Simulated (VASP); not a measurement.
# AlRu (P4mm) in VASP: further runs

The runs below take AlRu through single point, with PBE.

All numbers are computed with VASP 6.6.1; they aren't measurements. Logs are shortened: lines on timing, memory, paths and dates and some standing lists are left out, and cuts for length are marked.

## Step 1: The cell of the first run

It takes space group P4mm (No. 99, tetragonal). Conventional cell: a = 3.004 Å, b = 3.004 Å, c = 3.004 Å, α = 90.00°, β = 90.00°, γ = 90.00°. Within 3.4 Å of Al (site symmetry 4mm) lie 8 Ru at 2.59 to 2.62 Å and 6 Al at 3.00 Å. Ru (site symmetry 4mm) has 8 Al at 2.59 to 2.62 Å and 6 Ru at 3.00 Å within 3.4 Å.

## Step 2: Single point, PBE (all Ru atoms moved +0.025 Å, as atom 2 along Cartesian [0 0 1])

INCAR

```
SYSTEM = AlRu
  ALGO = Fast
  EDIFF = 1E-6
  ENCUT = 520
  GGA = PE
  ISIF = 2
  ISMEAR = 0
  LASPH = .TRUE.
  LCHARG = .FALSE.
  LREAL = .FALSE.
  LWAVE = .FALSE.
  NBANDS = 16
  NELM = 100
  PREC = Accurate
  SIGMA = 0.15
```

KPOINTS

```
k-points
0
G
  20 20 20
  0 0 0
```

POSCAR

```
AlRu
1.0
    3.0040847246      0.0000000000      0.0000000000
    0.0000000000      3.0040847246      0.0000000000
    0.0000000000      0.0000000000      3.0040847246
Al Ru
1 1
Direct
    0.0000000000      0.0000000000      0.0000000000
    0.5000000000      0.5000000000      0.5083220023
```

Potentials or basis: VASP PAW PBE potentials, release 64 (Al, Ru_pv).

The run is started by

```bash
$ cat potpaw_PBE.64/Al/POTCAR potpaw_PBE.64/Ru_pv/POTCAR > POTCAR
$ mpirun -np 1 vasp_std > vasp.out
```

OUTCAR:

```text
SYSTEM = AlRu
   EDIFF = 1E-6
   ENCUT = 520
   GGA = PE
   ISIF = 2
   ISMEAR = 0
   LASPH = .TRUE.
   LREAL = .FALSE.
   NELM = 100
   PREC = Accurate

 ion  position               nearest neighbor table
   1  0.000  0.000  0.000-   2 2.59   2 2.59   2 2.59   2 2.59   2 2.62   2 2.62   2 2.62   2 2.62

   2  0.500  0.500  0.508-   1 2.59   1 2.59   1 2.59   1 2.59   1 2.62   1 2.62   1 2.62   1 2.62

  LATTYP: Found a simple cubic cell.
 ALAT       =     3.0040847246

  Lattice vectors:

 A1 = (   3.0040847246,   0.0000000000,   0.0000000000)
 A2 = (   0.0000000000,   3.0040847246,   0.0000000000)
 A3 = (   0.0000000000,   0.0000000000,   3.0040847246)

Analysis of symmetry for initial positions (statically):
=====================================================================
 Subroutine PRICEL returns:
 Original cell was already a primitive cell.

 Routine SETGRP: Setting up the symmetry group for a
 simple cubic supercell.

 Subroutine GETGRP returns: Found  8 space group operations
 (whereof  8 operations were pure point group operations)
 out of a pool of 48 trial point group operations.

The static configuration has the point symmetry C_4v.

Analysis of symmetry for dynamics (positions and initial velocities):
=====================================================================
 Subroutine PRICEL returns:
 Original cell was already a primitive cell.

 Routine SETGRP: Setting up the symmetry group for a
 simple cubic supercell.

 Subroutine GETGRP returns: Found  8 space group operations
 (whereof  8 operations were pure point group operations)
 out of a pool of 48 trial point group operations.

The dynamic configuration has the point symmetry C_4v.

 Subroutine INISYM returns: Found  8 space group operations
 (whereof  8 operations are pure point group operations),
 and found     1 'primitive' translations

----------------------------------------------------------------------------------------

                                     Primitive cell

  volume of cell :      27.1104

  direct lattice vectors                    reciprocal lattice vectors
     3.004084725  0.000000000  0.000000000     0.332880092  0.000000000  0.000000000
     0.000000000  3.004084725  0.000000000     0.000000000  0.332880092  0.000000000
     0.000000000  0.000000000  3.004084725     0.000000000  0.000000000  0.332880092

  length of vectors
     3.004084725  3.004084725  3.004084725     0.332880092  0.332880092  0.332880092

  position of ions in fractional coordinates (direct lattice)
     0.000000000  0.000000000  0.000000000
     0.500000000  0.500000000  0.508322002

  ion indices of the primitive-cell ions
   primitive index   ion index
                 1           1
                 2           2

----------------------------------------------------------------------------------------

 KPOINTS: k-points

Automatic generation of k-mesh.
 Grid dimensions read from file:
 generate k-points for:   20   20   20

 Generating k-lattice:

  Cartesian coordinates                     Fractional coordinates (reciprocal lattice)
     0.016644005  0.000000000  0.000000000     0.050000000  0.000000000  0.000000000
     0.000000000  0.016644005  0.000000000     0.000000000  0.050000000  0.000000000
     0.000000000  0.000000000  0.016644005     0.000000000  0.000000000  0.050000000

  Length of vectors
     0.016644005  0.016644005  0.016644005

  Shift w.r.t. Gamma in fractional coordinates (k-lattice)
     0.000000000  0.000000000  0.000000000

 Subroutine IBZKPT returns following result:
 ===========================================

 Found    726 irreducible k-points:

 Following reciprocal coordinates:
            Coordinates               Weight
  0.000000  0.000000  0.000000      1.000000
  0.050000  0.000000  0.000000      4.000000
  0.000000  0.000000  0.050000      2.000000
  0.100000  0.000000  0.000000      4.000000
  0.000000  0.000000  0.100000      2.000000
  0.150000  0.000000  0.000000      4.000000
[... 16 lines left out ...]
  0.000000  0.050000  0.050000      8.000000
  0.100000  0.050000  0.000000      8.000000
 [... further k-points ...]
   k-points           NKPTS =    726   k-points in BZ     NKDIM =    726   number of bands    NBANDS=     16
   number of dos      NEDOS =    301   number of ions     NIONS =      2
   total plane-waves  NPLWV =  13824
   dimension x,y,z NGX =    24 NGY =   24 NGZ =   24
   dimension x,y,z NGXF=    48 NGYF=   48 NGZF=   48
   ions per type =               1   1
   NGX,Y,Z   is equivalent  to a cutoff of  13.28, 13.28, 13.28 a.u.
   NGXF,Y,Z  is equivalent  to a cutoff of  26.56, 26.56, 26.56 a.u.
 SYSTEM =  AlRu
   PREC   = accura    normal or accurate (medium, high low for compatibility)
   ISTART =      0    job   : 0-new  1-cont  2-samecut
   ICHARG =      2    charge: 1-file 2-atom 10-const
   ISPIN  =      1    spin polarized calculation?
   LNONCOLLINEAR =      F non collinear calculations
   LSORBIT =      F    spin-orbit coupling
   LASPH  =      T    aspherical Exc in radial PAW
   ENCUT  =  520.0 eV  38.22 Ry    6.18 a.u.   5.59  5.59  5.59*2*pi/ulx,y,z
   NELM   =    100;   NELMIN=  2; NELMDL= -5     # of ELM steps
   EDIFF  = 0.1E-05   stopping-criterion for ELM
   LREAL  =      F    real-space projection
   EDIFFG = 0.1E-04   stopping-criterion for IOM
   NSW    =      0    number of steps for IOM
   IBRION =     -1    ionic relax: 0-MD 1-quasi-New 2-CG
   NFREE  =      0    steps in history (QN), initial steepest desc. (CG)
   ISIF   =      2    stress and relaxation
   ISYM   =      2    0-nonsym 1-usesym 2-fastsym
   POTIM  = 0.5000    time-step for ionic-motion
   TEBEG  =    0.0;   TEEND  =   0.0 temperature during run
   PSTRESS=    0.0 pullay stress
   NELECT =      17.0000    total number of electrons
   NUPDOWN=      -1.0000    fix difference up-down
   EMIN   =  10.00;   EMAX   =-10.00  energy-range for DOS
   EFERMI =   0.00;   METHOD = LEGACY
   ISMEAR =     0;   SIGMA  =   0.15  broadening in eV -4-tet -1-fermi 0-gaus
   EFERMI_NEDOS =   21; number of points for ismear=-14 and -15
   IALGO  =     68    algorithm
   IMIX   =      4    mixing-type and parameters
     AMIX     =   0.40;   BMIX     =  1.00
     AMIX_MAG =   1.60;   BMIX_MAG =  1.00
  volume/ion in A,a.u.               =      13.56        91.48
  Fermi-wavevector in a.u.,A,eV,Ry     =   1.401239  2.647958 26.714651  1.963471
  Thomas-Fermi vector in A             =   2.524120
   LORBIT       =      0    0 simple, 1 ext, 2 COOP (PROOUT), +10 PAW based schemes
   GGA     = PE    functional components
   LHFCALC =     F    Hartree Fock is set to
   AEXX    =    0.0000 exact exchange contribution
   IVDW    =     0    specifies the selected vdW correction
   LEPSILON=     F    determine dielectric tensor
   LRPA    =     F    only Hartree local field effects (RPA)
 non-spin polarized calculation
 RMM-DIIS sequential band-by-band and
 Gauss-broadening in eV      SIGMA  =   0.15
  energy-cutoff  :      520.00
  volume of cell :       27.11
 maximum number of plane-waves:       743
 NGX is ok and might be reduce to    24
   NGX = 11   NGY = 11   NGZ = 11

 number of electron      16.9999999 magnetization

 Free energy of the ion-electron system (eV)
  ---------------------------------------------------
  ext. energy  EPLUGINS =         0.00000000
  ---------------------------------------------------
  free energy    TOTEN  =       -14.26509357 eV

  energy without entropy =      -14.24601224  energy(sigma->0) =      -14.25555290

 E-fermi :  10.5361     XC(G=0): -12.5023

 val. band max:       10.5321003423   @ k =   0.5000   0.4000   0.3500
 cond. band min:      10.5370332939   @ k =   0.1000   0.0500   0.2000
 fundamental gap:      0.0049329517
 Fermi energy:        10.5360651351

 k-point     1 :       0.0000    0.0000    0.0000
  band No.  band energies     occupation
      1     -31.2250      2.00000
      2     -31.2250      2.00000
      3     -31.2249      2.00000
      4       0.9400      2.00000
      5       7.0416      2.00000
      6       7.0420      2.00000
[... 8 lines left out ...]
     15      22.6626      0.00000
     16      25.4083      0.00000

 k-point     2 :       0.0500    0.0000    0.0000
  band No.  band energies     occupation
      1     -31.2300      2.00000
      2     -31.2246      2.00000
      3     -31.2245      2.00000
      4       0.9877      2.00000
      5       7.0583      2.00000
      6       7.0588      2.00000
[... 8 lines left out ...]
     15      22.6628      0.00000
     16      25.5579      0.00000

 k-point     3 :       0.0000    0.0000    0.0500
  band No.  band energies     occupation
      1     -31.2299      2.00000
      2     -31.2246      2.00000
      3     -31.2246      2.00000
      4       0.9877      2.00000
      5       7.0583      2.00000
      6       7.0588      2.00000
[... 8 lines left out ...]
     15      22.6628      0.00000
     16      25.5576      0.00000

 k-point     4 :       0.1000    0.0000    0.0000
  band No.  band energies     occupation
      1     -31.2443      2.00000
      2     -31.2234      2.00000
      3     -31.2233      2.00000
      4       1.1296      2.00000
      5       7.1022      2.00000
      6       7.1078      2.00000
[... 8 lines left out ...]
     15      22.6633      0.00000
     16      26.0261      0.00000
[... 324 lines left out ...]
 k-point    22 :       0.0500    0.0500    0.0000
  band No.  band energies     occupation
      1     -31.2298      2.00000
      2     -31.2293      2.00000
      3     -31.2241      2.00000
      4       1.0352      2.00000
      5       7.0751      2.00000
      6       7.0759      2.00000
[... 8 lines left out ...]
     15      22.6629      0.00000
     16      25.7008      0.00000

 k-point    23 :       0.0000    0.0500    0.0500
  band No.  band energies     occupation
      1     -31.2297      2.00000
      2     -31.2293      2.00000
      3     -31.2242      2.00000
      4       1.0352      2.00000
      5       7.0747      2.00000
      6       7.0762      2.00000
[... 8 lines left out ...]
     15      22.6629      0.00000
     16      25.7006      0.00000

 k-point    24 :       0.1000    0.0500    0.0000
  band No.  band energies     occupation
      1     -31.2439      2.00000
      2     -31.2283      2.00000
      3     -31.2229      2.00000
      4       1.1765      2.00000
      5       7.1200      2.00000
      6       7.1251      2.00000
[... 8 lines left out ...]
     15      22.6632      0.00000
     16      26.1473      0.00000

 [... further k-points ...]
[... 5 lines left out ...]
  --------------------------------------------------------------------------------------
  -------------------------------------------------------------------------------------
  Total        0.0003173      0.0003173     -0.0078799      0.0000000     -0.0000000      0.0000000
  in kB        0.0187505      0.0187505     -0.4656862      0.0000000     -0.0000000      0.0000000
  external PRESSURE =      -0.1427284 kB  Pullay stress =       0.0000000 kB

 VOLUME and BASIS-vectors are now :
 -----------------------------------------------------------------------------
  energy-cutoff  :      520.00
  volume of cell :       27.11
      direct lattice vectors                 reciprocal lattice vectors
     3.004084725  0.000000000  0.000000000     0.332880092  0.000000000  0.000000000
     0.000000000  3.004084725  0.000000000     0.000000000  0.332880092  0.000000000
     0.000000000  0.000000000  3.004084725     0.000000000  0.000000000  0.332880092

 POSITION                                       TOTAL-FORCE (eV/Angst)
 -----------------------------------------------------------------------------------
      0.00000      0.00000      0.00000        -0.000000     -0.000000      0.186534
      1.50204      1.50204      1.52704         0.000000      0.000000     -0.186534
 -----------------------------------------------------------------------------------
    total drift:                                0.000000     -0.000000      0.000257

  FREE ENERGIE OF THE ION-ELECTRON SYSTEM (eV)
  ---------------------------------------------------
  free  energy   TOTEN  =       -14.2650935713 eV

  energy  without entropy=      -14.2460122352  energy(sigma->0) =      -14.25555290
```

Run time: 86 s. Hardware: 1 thread of Intel Xeon 6975P-C (Granite Rapids), shared host; peak memory 0.39 GiB.

What came out:

* Free energy: -14.2651 eV
* Pressure: 0.0 GPa
* Largest force: 0.187 eV/Å
* Band gap on the k mesh: zero (an odd number of electrons rules out a gap without spin polarisation)

Forces on the atoms (eV/Å):
```
Al   0.000  0.000  0.187
Ru   0.000  0.000 -0.187
```

Caveat: the cell differs from its parent crystal (all Ru atoms moved +0.025 Å, as atom 2 along Cartesian [0 0 1]).

(Part 1 of 2 ends here.)
